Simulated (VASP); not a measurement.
## GaP: single point with PBEsol

The system is GaP.

```
Ga P
1.0
     2.66488    2.66488    0.00000
    -2.66488    2.66488    0.00000
     0.00000    2.66488    2.76714
Ga P
1 1
Direct
  0.00000 0.00000 0.00000
  0.75000 0.25000 0.50000
```

This cell differs from its parent crystal: film at in-plane strain -0.02.

```json
{
  "Program": "VASP 6.6.1",
  "Task": "single point",
  "Functional": "PBEsol",
  "Potentials or basis": "VASP PAW PBE potentials, release 64 (Ga_d, P)",
  "Cutoff": "520 eV",
  "k mesh": "8 × 8 × 8",
  "Occupations": "gaussian, width 0.01 eV",
  "Spin": "non-collinear spin, zero start, spin-orbit coupling",
  "Starting moments": "[[0.0, 0.0, 0.0], [0.0, 0.0, 0.0]] μB",
  "Dipole correction": "no",
  "Further INCAR settings": "ALGO = Normal; EDIFF = 1e-06; NBANDS = 30"
}
```

```
Pressure                                              : 1.8 GPa
Net moment                                            : 0.00 μB per cell
Valence electrons inside the program's atomic spheres : Ga 11.77; P 2.54
```

Stress tensor (GPa, compression positive):
```
 2.82  0.00  0.00
 0.00  2.82  0.00
 0.00  0.00 -0.21
```

Moments on the atoms (μB; x, y, z):
```
Ga  0.00 0.00 0.00
P   0.00 0.00 0.00
```

It took 110 s on 1 thread of Intel(R) Xeon(R) 6975P-C (Granite Rapids), on a shared host, peak memory 0.34 GiB.

Caveat: the cell differs from its parent crystal (film at in-plane strain -0.02); the PAW data sets were made with another functional, which shifts forces and pressure a little.
